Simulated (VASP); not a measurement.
Be, 4 atoms in the cell. It takes space group Cmce (No. 64, orthorhombic). Conventional cell: a = 4.213 Å, b = 2.784 Å, c = 5.679 Å, α = 90.00°, β = 90.00°, γ = 90.00°. Be (site symmetry m) has 3 Be at 1.57 to 2.05 Å within 2.1 Å. 

* Program: VASP 6.6.1
* Task: relaxation of cell and atoms
* Functional: PBEsol
* Potentials or basis: VASP PAW PBE potentials, release 64 (Be)
* Cutoff: 600 eV
* k mesh: 8 × 8 × 4
* Occupations: gaussian, width 0.1 eV
* Spin: no spin polarisation
* Dipole correction: no
* Further INCAR settings: ALGO = Normal; EDIFF = 1e-06; IBRION = 2; EDIFFG = -0.04; NSW = 90; ISIF = 3

Potentials or basis: VASP PAW PBE potentials, release 64 (Be).

Command:

```sh
$ cat potpaw_PBE.64/Be/POTCAR > POTCAR
$ mpirun -np 1 vasp_std > vasp.out
```

Hardware: 1 thread of Intel(R) Xeon(R) Platinum 8259CL CPU @ 2.50GHz (Skylake/Cascade Lake), on a shared host.

Task: How long does it take, and how much memory?

Result: It took 2.1 min on 1 thread of Intel(R) Xeon(R) Platinum 8259CL CPU @ 2.50GHz (Skylake/Cascade Lake) (shared host), peak memory 0.15 GiB. Counts: scf iterations 114, k points 63, ion steps 23.
